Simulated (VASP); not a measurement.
# NiPt (P4/mmm) in VASP: further runs, part 2 of 2

VASP 6.6.1.

### 5 Single point, LDA, collinear spin, ferromagnetic start (12.61 Å³/atom)

This run uses another cell than the first one, of 12.61 Å³/atom.

Contents of INCAR:

```
PREC = Accurate
ENCUT = 520
EDIFF = 1E-6
ISMEAR = -1
SIGMA = 0.1
LREAL = False
LASPH = True
NELM = 150
ALGO = Normal
ISIF = 2
LWAVE = False
LCHARG = False
ISPIN = 2
MAGMOM = 1.5 0.6
LORBIT = 11
LMAXMIX = 4
NBANDS = 21
```

Contents of KPOINTS:

```
regular mesh
0
Gamma
  11 11 8
```

Contents of POSCAR:

```
NiPt
1.0
    2.6733144964      0.0000000000      0.0000000000
    0.0000000000      2.6733144964      0.0000000000
    0.0000000000      0.0000000000      3.5299583959
Ni Pt
1 1
Direct
    0.5000000000      0.5000000000      0.5000000000
    0.0000000000      0.0000000000      0.0000000000
```

Potentials or basis: VASP PAW LDA potentials, release 64 (Ni, Pt).

The run is started by

```sh
> cat potpaw_LDA.64/Ni/POTCAR potpaw_LDA.64/Pt/POTCAR > POTCAR
> mpirun -np 1 vasp_std > vasp.out
```

OUTCAR:

```text
PREC = Accurate
   ENCUT = 520
   EDIFF = 1E-6
   ISMEAR = -1
   LREAL = False
   LASPH = True
   NELM = 150
   ISIF = 2
   ISPIN = 2
   LORBIT = 11

 ion  position               nearest neighbor table
   1  0.500  0.500  0.500-   2 2.59   2 2.59   2 2.59   2 2.59   2 2.59   2 2.59   2 2.59   2 2.59

   2  0.000  0.000  0.000-   1 2.59   1 2.59   1 2.59   1 2.59   1 2.59   1 2.59   1 2.59   1 2.59

  LATTYP: Found a simple tetragonal cell.
 ALAT       =     2.6733144964
 C/A-ratio  =     1.3204426193

  Lattice vectors:

 A1 = (   2.6733144964,   0.0000000000,   0.0000000000)
 A2 = (   0.0000000000,   2.6733144964,   0.0000000000)
 A3 = (   0.0000000000,   0.0000000000,   3.5299583959)

Analysis of symmetry for initial positions (statically):
=====================================================================
 Subroutine PRICEL returns:
 Original cell was already a primitive cell.

 Routine SETGRP: Setting up the symmetry group for a
 simple tetragonal supercell.

 Subroutine GETGRP returns: Found 16 space group operations
 (whereof 16 operations were pure point group operations)
 out of a pool of 16 trial point group operations.

The static configuration has the point symmetry D_4h.

Analysis of symmetry for dynamics (positions and initial velocities):
=====================================================================
 Subroutine PRICEL returns:
 Original cell was already a primitive cell.

 Routine SETGRP: Setting up the symmetry group for a
 simple tetragonal supercell.

 Subroutine GETGRP returns: Found 16 space group operations
 (whereof 16 operations were pure point group operations)
 out of a pool of 16 trial point group operations.

The dynamic configuration has the point symmetry D_4h.

Analysis of structural, dynamic, and magnetic symmetry:
=====================================================================
 Subroutine PRICEL returns:
[... 152 lines left out ...]
  ---------------------------------------------------
  ext. energy  EPLUGINS =         0.00000000
  ---------------------------------------------------
  free energy    TOTEN  =       -14.30590502 eV

  energy without entropy =      -14.18932927  energy(sigma->0) =      -14.24761715

 E-fermi :  10.7336     XC(G=0): -13.8169

 val. band max:       10.7328965116   @ k =   0.4545   0.0000   0.3750
 cond. band min:      10.7413094320   @ k =   0.4545   0.0909   0.5000
 fundamental gap:      0.0084129204
 Fermi energy:        10.7336210664

 spin component 1

 k-point     1 :       0.0000    0.0000    0.0000
  band No.  band energies     occupation
      1       0.7303      1.00000
      2       4.3647      1.00000
      3       4.4482      1.00000
      4       7.7332      1.00000
      5       7.7332      1.00000
      6       8.7710      1.00000
[... 565 lines left out ...]
     20      35.7186      0.00000
     21      35.8369      0.00000

 [... further k-points ...]

 spin component 2

 k-point     1 :       0.0000    0.0000    0.0000
  band No.  band energies     occupation
      1       0.7301      1.00000
      2       4.3640      1.00000
      3       4.4476      1.00000
      4       7.7316      1.00000
      5       7.7316      1.00000
      6       8.7689      1.00000
[... 565 lines left out ...]
     20      35.7183      0.00000
     21      35.8364      0.00000

 [... further k-points ...]

------------------------ aborting loop because EDIFF is reached ----------------------------------------

  FORCE on cell =-STRESS in cart. coord.  units (eV):
  Direction    XX          YY          ZZ          XY          YZ          ZX
  --------------------------------------------------------------------------------------
  -------------------------------------------------------------------------------------
  Total       -0.4613851     -0.4613851     -0.4583129      0.0000000      0.0000000     -0.0000000
  in kB      -29.3024856    -29.3024856    -29.1073701      0.0000000      0.0000000     -0.0000000
  external PRESSURE =     -29.2374471 kB  Pullay stress =       0.0000000 kB

 VOLUME and BASIS-vectors are now :
 -----------------------------------------------------------------------------
  energy-cutoff  :      520.00
  volume of cell :       25.23
      direct lattice vectors                 reciprocal lattice vectors
     2.673314496  0.000000000  0.000000000     0.374067474  0.000000000  0.000000000
     0.000000000  2.673314496  0.000000000     0.000000000  0.374067474  0.000000000
     0.000000000  0.000000000  3.529958396     0.000000000  0.000000000  0.283289458

 POSITION                                       TOTAL-FORCE (eV/Angst)
 -----------------------------------------------------------------------------------
      1.33666      1.33666      1.76498         0.000000      0.000000      0.000000
      0.00000      0.00000      0.00000         0.000000      0.000000      0.000000
 -----------------------------------------------------------------------------------
    total drift:                               -0.000000      0.000000      0.000000

  FREE ENERGIE OF THE ION-ELECTRON SYSTEM (eV)
  ---------------------------------------------------
  free  energy   TOTEN  =       -14.3059050200 eV

  energy  without entropy=      -14.1893292708  energy(sigma->0) =      -14.24761715

 total charge

# of ion       s       p       d       tot
------------------------------------------
    1        0.456   0.501   8.369   9.327
    2        0.723   0.686   8.063   9.471
--------------------------------------------------
tot          1.179   1.187  16.432  18.798

 magnetization (x)

# of ion       s       p       d       tot
------------------------------------------
    1        0.000   0.000  -0.003  -0.003
    2        0.000   0.000  -0.001  -0.001
--------------------------------------------------
tot          0.000   0.000  -0.004  -0.004
```

OSZICAR:

```text
N       E                     dE             d eps       ncg     rms          rms(c)
DAV:   1     0.106697820364E+03    0.10670E+03   -0.90480E+03  9300   0.114E+03
DAV:   2    -0.104959222984E+02   -0.11719E+03   -0.10773E+03  9188   0.245E+02
DAV:   3    -0.156504219378E+02   -0.51545E+01   -0.49945E+01 10234   0.543E+01
DAV:   4    -0.157156195867E+02   -0.65198E-01   -0.65153E-01 10150   0.548E+00
[... 11 lines left out ...]
DAV:  16    -0.143058170345E+02   -0.99583E-04   -0.12827E-04 12678   0.227E-01    0.574E-02
DAV:  17    -0.143058879853E+02   -0.70951E-04   -0.17273E-04 10407   0.307E-01    0.254E-02
DAV:  18    -0.143059021237E+02   -0.14138E-04   -0.48784E-05 13650   0.125E-01    0.117E-02
DAV:  19    -0.143059047792E+02   -0.26555E-05   -0.73051E-06 11971   0.571E-02    0.453E-03
DAV:  20    -0.143059050200E+02   -0.24077E-06   -0.56607E-06  8908   0.541E-02
   1 F= -.14305905E+02 E0= -.14247617E+02  d E =-.116576E+00  mag=    -0.0013
```

stdout:

```text
POSCAR found type information on POSCAR NiPt
 POSCAR found :  2 types and       2 ions
 scaLAPACK will be used
 LDA part: xc-table for (Slater(with rela. corr.)+CA(PZ))
 , standard interpolation
 POSCAR, INCAR and KPOINTS ok, starting setup
 FFT: planning ... GRIDC
 FFT: planning ... GRID_SOFT
 FFT: planning ... GRID
 WAVECAR not read
 entering main loop
```

Wall time 1.8 min (1 thread of Intel Xeon Platinum 8259CL at 2.50GHz (Skylake/Cascade Lake), shared host); peak memory 0.2 GiB.

Results:

```
Free energy                                           : -14.3059 eV
Pressure                                              : -2.9 GPa
Band gap on the k mesh                                : zero (filled and empty bands overlap)
Net moment                                            : 0.00 μB per cell
Valence electrons inside the program's atomic spheres : Ni 9.33; Pt 9.47
```

Caveat: spin-orbit coupling is left out, which moves the levels of the heavy elements.

### 6 Single point, LDA, collinear spin, ferromagnetic start

This run uses another cell than the first one, of 13.14 Å³/atom.

Contents of INCAR:

```
SYSTEM = NiPt
ALGO     = Normal         ! electronic algorithm
EDIFF    = 1E-6           ! SCF threshold, eV
ENCUT    = 520            ! plane-wave cutoff, eV
GGA      = CA             ! functional
ISIF     = 2              ! what is computed and relaxed
ISMEAR   = -1             ! smearing method
ISPIN    = 2              ! spin polarisation
LASPH    = .TRUE.         ! aspherical terms in the spheres
LCHARG   = .FALSE.        ! write CHGCAR
LMAXMIX  = 4              ! l up to which the mixer works
LORBIT   = 11             ! projections on sites
LREAL    = .FALSE.        ! projectors in reciprocal space
LWAVE    = .FALSE.        ! write WAVECAR
MAGMOM   = 1.5 0.6        ! initial moments
NBANDS   = 21             ! bands
NELM     = 150            ! most SCF steps
PREC     = Accurate       ! precision mode
SIGMA    = 0.1            ! smearing width, eV
```

Contents of KPOINTS:

```
k-points
0
G
  11 11 8
  0 0 0
```

Contents of POSCAR:

```
NiPt
1.0
    2.7099397941      0.0000000000      0.0000000000
    0.0000000000      2.7099397941      0.0000000000
    0.0000000000      0.0000000000      3.5783200000
Ni Pt
1 1
Direct
    0.5000000000      0.5000000000      0.5000000000
    0.0000000000      0.0000000000      0.0000000000
```

Potentials or basis: VASP PAW LDA potentials, release 64 (Ni, Pt).

The run is started by

```sh
> cat potpaw_LDA.64/Ni/POTCAR potpaw_LDA.64/Pt/POTCAR > POTCAR
> mpirun -np 1 vasp_std > vasp.out
```

Wall time 1.8 min (1 thread of Intel Xeon Platinum 8259CL at 2.50GHz (Skylake/Cascade Lake), shared host); peak memory 0.2 GiB.

Results (log left out):

| Item | Value |
| --- | --- |
| Free energy | -14.2545 eV |
| Pressure | -12.4 GPa |
| Net moment | 0.31 μB per cell |
| Site moments | Ni +0.22; Pt +0.09 μB |
| Valence electrons inside the program's atomic spheres | Ni 9.24; Pt 9.37 |

Stress tensor (GPa, compression positive):
```
-12.73   0.00   0.00
  0.00 -12.73   0.00
  0.00   0.00 -11.83
```

Levels at points of the mesh, in eV from the Fermi level:
Spin up:
```
           k point  band 8  band 9  band 10  band 11  band 12  band 13
(0.00, 0.00, 0.00)   -0.84   -0.01     0.19     0.19     3.07    10.95
(0.00, 0.00, 0.50)   -1.44   -1.44    -1.42    -0.88    -0.61    15.92
```
Spin down:
```
           k point  band 7  band 8  band 9  band 10  band 11  band 12  band 13  band 14
(0.00, 0.00, 0.00)   -1.28   -0.69    0.12     0.36     0.36     3.10    11.00    11.73
(0.00, 0.00, 0.50)   -1.95   -1.26   -1.21    -1.21    -0.66    -0.55    15.97    16.50
```

Caveat: the cell stands under tension; spin-orbit coupling is left out, which moves the levels of the heavy elements.
